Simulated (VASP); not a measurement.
# Na (I4/mmm) in VASP: notebook, part 2 of 3

VASP 6.6.1. Earlier steps stand in the parts before.

## Step 3: Single point, PBEsol

This run uses another cell than the first one, of 38.76 Å³/atom, 1.017 times its volume.

Contents of INCAR:

```
  ALGO = Normal
  EDIFF = 1E-6
  ENCUT = 520
  GGA = PS
  ISIF = 2
  ISMEAR = 0
  LASPH = True
  LCHARG = False
  LREAL = False
  LWAVE = False
  NBANDS = 10
  NELM = 60
  PREC = Accurate
  SIGMA = 0.15
```

Contents of KPOINTS:

```
k-points
0
Gamma
  16 16 16
```

Contents of POSCAR:

```
Na
1.0
   -1.8946500000      1.8946500000      2.6991500000
    1.8946500000     -1.8946500000      2.6991500000
    1.8946500000      1.8946500000     -2.6991500000
Na
1
Direct
    0.0000000000      0.0000000000      0.0000000000
```

Potentials or basis: VASP PAW PBE potentials, release 64 (Na_pv).

Started as:

```console
> cat potpaw_PBE.64/Na_pv/POTCAR > POTCAR
> mpirun -np 1 vasp_std > vasp.out
```

OUTCAR:

```text
EDIFF = 1E-6
   ENCUT = 520
   GGA = PS
   ISIF = 2
   ISMEAR = 0
   LASPH = True
   LREAL = False
   NELM = 60
   PREC = Accurate

 ion  position               nearest neighbor table
   1  0.000  0.000  0.000-

  LATTYP: Found a body centered tetragonal cell.
 ALAT       =     3.7893000000
 C/A-ratio  =     1.4246166838

  Lattice vectors:

 A1 = (  -1.8946500000,   1.8946500000,   2.6991500000)
 A2 = (   1.8946500000,  -1.8946500000,   2.6991500000)
 A3 = (   1.8946500000,   1.8946500000,  -2.6991500000)

Analysis of symmetry for initial positions (statically):
=====================================================================
 Subroutine PRICEL returns:
 Original cell was already a primitive cell.

 Routine SETGRP: Setting up the symmetry group for a
 body centered tetragonal supercell.

 Subroutine GETGRP returns: Found 16 space group operations
 (whereof 16 operations were pure point group operations)
 out of a pool of 16 trial point group operations.

The static configuration has the point symmetry D_4h.

Analysis of symmetry for dynamics (positions and initial velocities):
=====================================================================
 Subroutine PRICEL returns:
 Original cell was already a primitive cell.

 Routine SETGRP: Setting up the symmetry group for a
 body centered tetragonal supercell.

 Subroutine GETGRP returns: Found 16 space group operations
 (whereof 16 operations were pure point group operations)
 out of a pool of 16 trial point group operations.

The dynamic configuration has the point symmetry D_4h.

 Subroutine INISYM returns: Found 16 space group operations
 (whereof 16 operations are pure point group operations),
 and found     1 'primitive' translations

----------------------------------------------------------------------------------------

                                     Primitive cell

[... 105 lines left out ...]
   IALGO  =     38    algorithm
   IMIX   =      4    mixing-type and parameters
     AMIX     =   0.40;   BMIX     =  1.00
     AMIX_MAG =   1.60;   BMIX_MAG =  1.00
  volume/ion in A,a.u.               =      38.76       261.54
  Fermi-wavevector in a.u.,A,eV,Ry     =   0.925392  1.748738 11.651359  0.856351
  Thomas-Fermi vector in A             =   2.051242
   LORBIT       =      0    0 simple, 1 ext, 2 COOP (PROOUT), +10 PAW based schemes
   GGA     = PS    functional components
   LHFCALC =     F    Hartree Fock is set to
   AEXX    =    0.0000 exact exchange contribution
   IVDW    =     0    specifies the selected vdW correction
   LEPSILON=     F    determine dielectric tensor
   LRPA    =     F    only Hartree local field effects (RPA)
 non-spin polarized calculation
 Gauss-broadening in eV      SIGMA  =   0.15
  energy-cutoff  :      520.00
  volume of cell :       38.76
 maximum number of plane-waves:      1056
   NGX = 15   NGY = 15   NGZ = 15

 number of electron       6.9999995 magnetization

 Free energy of the ion-electron system (eV)
  ---------------------------------------------------
  ext. energy  EPLUGINS =         0.00000000
  ---------------------------------------------------
  free energy    TOTEN  =        -1.39973626 eV

  energy without entropy =       -1.39475794  energy(sigma->0) =       -1.39724710

 E-fermi :   0.1902     XC(G=0):  -6.3849

 val. band max:        0.1730720276   @ k =  -0.2500   0.4375   0.0625
 cond. band min:       0.2344364087   @ k =  -0.3750  -0.3750   0.2500
 fundamental gap:      0.0613643811
 Fermi energy:         0.1902424082

 k-point     1 :       0.0000    0.0000    0.0000
  band No.  band energies     occupation
      1     -24.6353      2.00000
      2     -24.6353      2.00000
      3     -24.6352      2.00000
      4      -3.0032      2.00000
      5      10.9923      0.00000
      6      11.0176      0.00000
      7      11.0176      0.00000
      8      12.0668      0.00000
      9      12.4641      0.00000
     10      12.4648      0.00000
[... 287 lines left out ...]
 k-point    24 :      -0.0625    0.0625    0.0000
  band No.  band energies     occupation
      1     -24.6364      2.00000
      2     -24.6357      2.00000
      3     -24.6356      2.00000
      4      -2.9187      2.00000
      5      10.2163      0.00000
      6      10.4198      0.00000
      7      10.4381      0.00000
      8      12.0356      0.00000
      9      13.0360      0.00000
     10      13.1945      0.00000

 [... further k-points ...]
[... 5 lines left out ...]
  --------------------------------------------------------------------------------------
  -------------------------------------------------------------------------------------
  Total       -0.1104138     -0.1104138     -0.1156678      0.0000000     -0.0000000      0.0000000
  in kB       -4.5644562     -4.5644562     -4.7816532      0.0000000     -0.0000000      0.0000000
  external PRESSURE =      -4.6368552 kB  Pullay stress =       0.0000000 kB

 VOLUME and BASIS-vectors are now :
 -----------------------------------------------------------------------------
  energy-cutoff  :      520.00
  volume of cell :       38.76
      direct lattice vectors                 reciprocal lattice vectors
    -1.894650000  1.894650000  2.699150000     0.000000000  0.263900984  0.185243503
     1.894650000 -1.894650000  2.699150000     0.263900984  0.000000000  0.185243503
     1.894650000  1.894650000 -2.699150000     0.263900984  0.263900984  0.000000000

 POSITION                                       TOTAL-FORCE (eV/Angst)
 -----------------------------------------------------------------------------------
      0.00000      0.00000      0.00000         0.000000      0.000000     -0.000000
 -----------------------------------------------------------------------------------
    total drift:                               -0.000000     -0.000000     -0.000000

  FREE ENERGIE OF THE ION-ELECTRON SYSTEM (eV)
  ---------------------------------------------------
  free  energy   TOTEN  =        -1.3997362562 eV

  energy  without entropy=       -1.3947579443  energy(sigma->0) =       -1.39724710
```

It took 45 s on 1 thread of Intel Xeon Platinum 8488C (Sapphire Rapids), shared host; peak memory 0.23 GiB.

Results:

| Quantity | Value |
| --- | --- |
| Free energy | -1.3997 eV |
| Pressure | -0.5 GPa |

Caveat: the PAW data sets were made with another functional, which shifts forces and pressure a little.

## Step 4: Single point, PBEsol

This run uses another cell than the first one, of 39.38 Å³/atom, 1.034 times its volume.

Contents of INCAR:

```
PREC     = Accurate       # precision mode
ENCUT    = 520            # plane-wave cutoff, eV
EDIFF    = 1E-6           # SCF threshold, eV
ISMEAR   = 0              # smearing method
SIGMA    = 0.15           # smearing width, eV
LREAL    = False          # projectors in reciprocal space
LASPH    = True           # aspherical terms in the spheres
NELM     = 60             # most SCF steps
ALGO     = Fast           # electronic algorithm
ISIF     = 2              # what is computed and relaxed
LWAVE    = False          # write WAVECAR
LCHARG   = True           # write CHGCAR
GGA      = PS             # functional
LELF     = True           # ELF
LVHAR    = True         
NBANDS   = 10             # bands
```

Contents of KPOINTS:

```
regular mesh
0
Gamma
  16 16 16
```

Contents of POSCAR:

```
Na
1.0
   -1.8946500000      1.8946500000      2.7427000000
    1.8946500000     -1.8946500000      2.7427000000
    1.8946500000      1.8946500000     -2.7427000000
Na
1
Direct
    0.0000000000      0.0000000000      0.0000000000
```

Potentials or basis: VASP PAW PBE potentials, release 64 (Na_pv).

Started as:

```console
> cat potpaw_PBE.64/Na_pv/POTCAR > POTCAR
> mpirun -np 1 vasp_std > vasp.out
```

OUTCAR:

```text
PREC = Accurate
   ENCUT = 520
   EDIFF = 1E-6
   ISMEAR = 0
   LREAL = False
   LASPH = True
   NELM = 60
   ISIF = 2
   GGA = PS

 ion  position               nearest neighbor table
   1  0.000  0.000  0.000-

  LATTYP: Found a body centered tetragonal cell.
 ALAT       =     3.7893000000
 C/A-ratio  =     1.4476024596

  Lattice vectors:

 A1 = (  -1.8946500000,   1.8946500000,   2.7427000000)
 A2 = (   1.8946500000,  -1.8946500000,   2.7427000000)
 A3 = (   1.8946500000,   1.8946500000,  -2.7427000000)

Analysis of symmetry for initial positions (statically):
=====================================================================
 Subroutine PRICEL returns:
 Original cell was already a primitive cell.

 Routine SETGRP: Setting up the symmetry group for a
 body centered tetragonal supercell.

 Subroutine GETGRP returns: Found 16 space group operations
 (whereof 16 operations were pure point group operations)
 out of a pool of 16 trial point group operations.

The static configuration has the point symmetry D_4h.

Analysis of symmetry for dynamics (positions and initial velocities):
[... 160 lines left out ...]

 val. band max:        0.1431091542   @ k =   0.5000   0.1875   0.0625
 cond. band min:       0.1575019858   @ k =  -0.2500   0.4375   0.0625
 fundamental gap:      0.0143928317
 Fermi energy:         0.1480615241

 k-point     1 :       0.0000    0.0000    0.0000
  band No.  band energies     occupation
      1     -24.6931      2.00000
      2     -24.6931      2.00000
      3     -24.6929      2.00000
      4      -3.0130      2.00000
      5      10.8219      0.00000
      6      10.9023      0.00000
      7      10.9023      0.00000
      8      11.9222      0.00000
      9      12.2829      0.00000
     10      12.2839      0.00000
[... 287 lines left out ...]
 k-point    24 :      -0.0625    0.0625    0.0000
  band No.  band energies     occupation
      1     -24.6941      2.00000
      2     -24.6935      2.00000
      3     -24.6933      2.00000
      4      -2.9286      2.00000
      5      10.0918      0.00000
      6      10.2462      0.00000
      7      10.3045      0.00000
      8      11.8611      0.00000
      9      12.9180      0.00000
     10      13.0146      0.00000

 [... further k-points ...]
[... 5 lines left out ...]
  --------------------------------------------------------------------------------------
  -------------------------------------------------------------------------------------
  Total       -0.1106791     -0.1106791     -0.1280678      0.0000000     -0.0000000      0.0000000
  in kB       -4.5027727     -4.5027727     -5.2101972      0.0000000     -0.0000000      0.0000000
  external PRESSURE =      -4.7385809 kB  Pullay stress =       0.0000000 kB

 VOLUME and BASIS-vectors are now :
 -----------------------------------------------------------------------------
  energy-cutoff  :      520.00
  volume of cell :       39.38
      direct lattice vectors                 reciprocal lattice vectors
    -1.894650000  1.894650000  2.742700000     0.000000000  0.263900984  0.182302111
     1.894650000 -1.894650000  2.742700000     0.263900984  0.000000000  0.182302111
     1.894650000  1.894650000 -2.742700000     0.263900984  0.263900984  0.000000000

 POSITION                                       TOTAL-FORCE (eV/Angst)
 -----------------------------------------------------------------------------------
      0.00000      0.00000      0.00000         0.000000      0.000000      0.000000
 -----------------------------------------------------------------------------------
    total drift:                               -0.000000     -0.000000      0.000000

  FREE ENERGIE OF THE ION-ELECTRON SYSTEM (eV)
  ---------------------------------------------------
  free  energy   TOTEN  =        -1.3976981275 eV

  energy  without entropy=       -1.3925977519  energy(sigma->0) =       -1.39514794
```

stdout:

```text
POSCAR found type information on POSCAR Na
 POSCAR found :  1 types and       1 ions
 scaLAPACK will be used
 -----------------------------------------------------------------------------
|                                                                             |
|                                                                             |
|     You enforced a specific xc type in the INCAR file but a different       |
|     I HOPE YOU KNOW WHAT YOU ARE DOING!                                     |
|                                                                             |
 -----------------------------------------------------------------------------

 LDA part: xc-table for (Slater+PW92), standard interpolation
 POSCAR, INCAR and KPOINTS ok, starting setup
 FFT: planning ... GRIDC
 FFT: planning ... GRID_SOFT
 FFT: planning ... GRID
 WAVECAR not read
 entering main loop
WARNING in EDDRMM: call to ZHEGV failed, returncode =   8  4      9
WARNING in EDDRMM: call to ZHEGV failed, returncode =   6  3      9
```

Wall time 88 s (1 thread of Intel Xeon Platinum 8488C (Sapphire Rapids), shared host); peak memory 0.24 GiB.

Results:

```
Free energy : -1.3977 eV
Pressure    : -0.5 GPa
```

Levels at points of the mesh, in eV from the Fermi level:
```tsv
k point	band 1	band 2	band 3	band 4	band 5	band 6	band 7	band 8
(0.00, 0.00, 0.00)	-24.84	-24.84	-24.84	-3.16	10.67	10.75	10.75	11.77
(0.50, 0.00, 0.00)	-24.87	-24.85	-24.84	0.53	0.90	9.64	9.95	10.42
(0.50, 0.50, 0.00)	-24.87	-24.85	-24.85	1.76	2.31	6.02	6.75	6.77
(0.50, 0.50, 0.50)	-24.87	-24.85	-24.85	1.54	2.08	6.22	7.00	7.00
```

Caveat: the PAW data sets were made with another functional, which shifts forces and pressure a little.

(Part 2 of 3 ends here.)
